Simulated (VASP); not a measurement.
Runs of VASP 6.6.1 on O. The structure is that of space group P6_3/mmc (No. 194), or close to it. The cells are those of the table. 

| level | potentials or basis | cell | k mesh | smearing | grid for exact exchange (PRECFOCK) | screening parameter | gap on the mesh (eV) | pressure (GPa) | largest force (eV/Å) |
| --- | --- | --- | --- | --- | --- | --- | --- | --- | --- |
| PBE | VASP PAW PBE potentials, release 64 (O) | a = 2.506, b = 2.506, c = 7.960 Å, angles 90.0, 90.0, 120.0°, 4 atoms | 12 × 12 × 4 | fermi-dirac 0.05 eV | - | - | none | -1.6 | (b) |
| PBE | VASP PAW PBE potentials, release 64 (O) | a = 2.491, b = 2.491, c = 7.910 Å, angles 90.0, 90.0, 120.0°, 4 atoms | 12 × 12 × 4 | fermi-dirac 0.05 eV | - | - | none | (a) | 0.52 |
| LDA | VASP PAW LDA potentials, release 64 (O) | a = 2.458, b = 2.458, c = 7.807 Å, angles 90.0, 90.0, 120.0°, 4 atoms | 9 × 9 × 3 | fermi-dirac 0.01 eV | - | - | none | -5.7 | 3.24 |
| PBE | VASP PAW PBE potentials, release 64 (O) | a = 2.458, b = 2.458, c = 7.807 Å, angles 90.0, 90.0, 120.0°, 4 atoms | 12 × 12 × 4 | fermi-dirac 0.05 eV | - | - | none | (d) | 3.16 |
| PBE | VASP PAW PBE potentials, release 64 (O) | a = 2.474, b = 2.474, c = 7.859 Å, angles 90.0, 90.0, 120.0°, 4 atoms | 12 × 12 × 4 | fermi-dirac 0.05 eV | - | - | none | 3.2 | 0.03 |
| HSE06 | VASP PAW PBE potentials, release 64 (O) | a = 2.458, b = 2.458, c = 7.807 Å, angles 90.0, 90.0, 120.0°, 4 atoms | 6 × 6 × 2 | gaussian 0.1 eV | Normal | 0.2079 1/Å | none | -3.1 | (c) |
| LDA | VASP PAW LDA potentials, release 64 (O) | a = 2.458, b = 2.458, c = 7.807 Å, angles 90.0, 90.0, 120.0°, 4 atoms | 9 × 9 × 3 | fermi-dirac 0.025 eV | - | - | none | -5.7 | 3.24 |
| PBE | VASP PAW PBE potentials, release 64 (O) | a = 2.442, b = 2.442, c = 7.755 Å, angles 90.0, 90.0, 120.0°, 4 atoms | 12 × 12 × 4 | fermi-dirac 0.05 eV | - | - | none | 9.0 | 1.25 |

Alike in all rows: task single point; no spin polarisation; cutoff (eV) 520.

Question: Estimate the missing entries.

Answer: (a) 0.6; (b) 1.03; (c) 1.15; (d) 4.8.

Caveats: some runs use coarse meshes; the standard files for N, O and F lose accuracy on very short bonds; spin is off for a triplet molecule; forces of over 1 eV/Å act on the atoms, so gaps and moduli don't describe the material at rest (some runs); the PAW data sets were made with another functional, which shifts forces and pressure a little (some runs).

A gap of «none» marks levels without a gap at the run's occupations.
